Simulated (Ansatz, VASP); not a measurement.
## CsPbBr3 in VASP and in Ansatz

INCAR

```
PREC     = Accurate       # precision mode
ENCUT    = 520            # plane-wave cutoff, eV
EDIFF    = 1E-6           # SCF threshold, eV
ISMEAR   = 0              # smearing method
SIGMA    = 0.05           # smearing width, eV
LREAL    = F              # projectors in reciprocal space
LASPH    = T              # aspherical terms in the spheres
NELM     = 60             # most SCF steps
ALGO     = Normal         # electronic algorithm
ISIF     = 2              # what is computed and relaxed
LWAVE    = F              # write WAVECAR
LCHARG   = F              # write CHGCAR
GGA      = PS             # functional
NBANDS   = 30             # bands
```

KPOINTS

```
regular mesh
0
Gamma
  6 6 6
```

Contents of POSCAR:

```
CsPbBr3
1.0
    5.6939000000      0.0000000000      0.0000000000
    0.0000000000      5.6939000000      0.0000000000
    0.0000000000      0.0000000000      5.6939000000
Cs Pb Br
1 1 3
Direct
    0.0000000000      0.0000000000      0.0000000000
    0.5000000000      0.5000000000      0.5000000000
    0.0000000000      0.5000000000      0.5000000000
    0.5000000000      0.0000000000      0.5000000000
    0.5000000000      0.5000000000      0.0000000000
```

Input for Ansatz:

```yaml
crystal:
  lattice:
    - [5.6939, 0.0, 0.0]
    - [0.0, 5.6939, 0.0]
    - [0.0, 0.0, 5.6939]
  atoms:
    - { symbol: Cs, position: [0.0, 0.0, 0.0] }
    - { symbol: Pb, position: [0.5, 0.5, 0.5] }
    - { symbol: Br, position: [0.0, 0.5, 0.5] }
    - { symbol: Br, position: [0.5, 0.0, 0.5] }
    - { symbol: Br, position: [0.5, 0.5, 0.0] }
basis:
  ecutwfc: 420
kpoints:
  mp_grid: { grid: [6, 6, 6] }
hamiltonian:
  xc: pbesol
scf:
  occupations: { method: gaussian, width: 0.05 }
output:
  forces: true
  stress: true
  eigenvalues: true
```

Change from the starting cell: strain -0.030 along x and y, -0.030 along z, atoms carried along.

Alike in both runs: task single point; functional PBEsol; k mesh 6 × 6 × 6; occupations gaussian, width 0.05 eV; no spin polarisation.

```csv
,VASP,Ansatz
version,VASP 6.6.1,Ansatz 0.2.0
potentials or method,"VASP PAW PBE potentials, release 64 (Cs_sv, Pb_d, Br), cutoff 520 eV","scalar-relativistic, plane waves, PAW"
valence electrons in the cell,44,44
```

```tsv
	VASP	Ansatz	Ansatz less VASP
gap on the k mesh at the Fermi level (eV)	1.00	1.00	-0.001
least direct gap on the mesh (eV)	1.00	1.00	-0.001
pressure (GPa)	2.5	2.5	-0.01
```

VASP's potentials were made for PBE, not for PBEsol.

Neither program's run includes spin-orbit coupling.
